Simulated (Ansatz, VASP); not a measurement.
**One calculation of Sb, two programs**

POSCAR

```
Sb
1.0
    2.1542000000      1.2437279499      3.7580000000
   -2.1542000000      1.2437279499      3.7580000000
    0.0000000000     -2.4874558998      3.7580000000
Sb
2
Direct
    0.7665100000      0.7665100000      0.7665100000
    0.2334900000      0.2334900000      0.2334900000
```

The input INCAR.step1:

```
PREC = Accurate
ENCUT = 520
ISMEAR = -1
SIGMA = 0.05
LREAL = F
LASPH = T
NELM = 60
NBANDS = 12
GGA = PE
ALGO = Normal
EDIFF = 1E-4
LWAVE = T
LCHARG = F
```

INCAR.step2

```
PREC = Accurate
ENCUT = 520
EDIFF = 1E-7
ISMEAR = -1
SIGMA = 0.05
LREAL = F
LASPH = T
NELM = 60
ALGO = Normal
ISIF = 2
LWAVE = F
LCHARG = F
METAGGA = R2SCAN
LMIXTAU = T
NBANDS = 12
ISTART = 1
```

KPOINTS

```
Automatic mesh
0
Gamma
  8 8 8
```

input.yaml

```yaml
crystal:
  lattice:
    - [2.1542, 1.2437279499, 3.758]
    - [-2.1542, 1.2437279499, 3.758]
    - [0.0, -2.4874558998, 3.758]
  atoms:
    - { symbol: Sb, position: [0.76651, 0.76651, 0.76651] }
    - { symbol: Sb, position: [0.23349, 0.23349, 0.23349] }
hamiltonian:
  xc: r2scan
  pseudopotentials: { kind: paw }
kpoints:
  mp_grid: { grid: [8, 8, 8] }
scf:
  occupations: { method: fermi_dirac, width: 0.05 }
output:
  forces: true
  stress: true
  eigenvalues: true
```

Alike in both runs: task single point; functional r2SCAN; k mesh 8 × 8 × 8; occupations fermi-dirac, width 0.05 eV; no spin polarisation.

```csv
,VASP,Ansatz
version,VASP 6.6.1,Ansatz 0.2.0
potentials or method,"VASP PAW PBE potentials, release 64 (Sb)",Ansatz PAW
plane-wave cutoff (eV),520,500
valence electrons in the cell,10,30
```

VASP gave:

| Item | Value |
| --- | --- |
| gap on the k mesh at the Fermi level (eV) | none |
| pressure (GPa) | 1.8 |
| traceless stress, the component that is largest in VASP (GPa) | -0.20 |
| rms of the force components (eV/Å) | 0.027 |

**Question.** Estimate Ansatz's values.

**Answer.** gap on the k mesh at the Fermi level (eV): none; pressure (GPa): 1.7; traceless stress, the component that is largest in VASP (GPa): -0.13; rms of the force components (eV/Å): 0.004.

VASP's potentials were made for PBE, not for r2SCAN. Atom by atom the forces differ by 0.031 eV/Å (rms over components). A gap of «none» marks a metal or a gap that the smearing closes. VASP's potentials hold 10 valence electrons a cell and Ansatz's 30, so a difference there can come from the potentials and not from the codes.

Neither program's run includes spin-orbit coupling.
